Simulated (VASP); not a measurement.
Set up this calculation in VASP 6.6.1, as the native input.

```yaml
Task: single point
Functional: LDA
Potentials_or_basis: VASP PAW LDA potentials, release 64 (Nb_sv, H)
Cutoff: 520 eV
k_mesh: 15 × 15 × 15
Occupations: fermi-dirac, width 0.03 eV
Spin: no spin polarisation
Dipole_correction: no
Further_INCAR_settings: ALGO = Normal; EDIFF = 1e-06; NBANDS = 14
```

The structure of NbH2 lies in POSCAR:

```
NbH2
1.0
    0.0000000000      2.2506651390      2.2506651390
    2.2506651390      0.0000000000      2.2506651390
    2.2506651390      2.2506651390      0.0000000000
Nb H
1 2
Direct
    0.0000000000      0.0000000000      0.0000000000
    0.2500000000      0.2500000000      0.2500000000
    0.7500000000      0.7500000000      0.7500000000
```

This cell differs from its parent crystal: volume scaled by 0.96.

One way to write it, as run:

INCAR

```
SYSTEM = NbH2
PREC = Accurate
ENCUT = 520
EDIFF = 1E-6
ISMEAR = -1
SIGMA = 0.03
LREAL = .FALSE.
LASPH = .TRUE.
NELM = 100
ALGO = Normal
ISIF = 2
LWAVE = .FALSE.
LCHARG = .FALSE.
NBANDS = 14
```

KPOINTS

```
Automatic mesh
0
G
  15 15 15
  0 0 0
```

Potentials or basis: VASP PAW LDA potentials, release 64 (Nb_sv, H).

The run is started by

```sh
$ cat potpaw_LDA.64/Nb_sv/POTCAR potpaw_LDA.64/H/POTCAR > POTCAR
$ mpirun -np 1 vasp_std > vasp.out
```

It gave:

```yaml
Pressure: -0.9 GPa
```

Run time: 35 s on 1 thread of AMD EPYC 7R13 Processor (Zen 3), with other jobs on the host, peak memory 0.13 GiB.
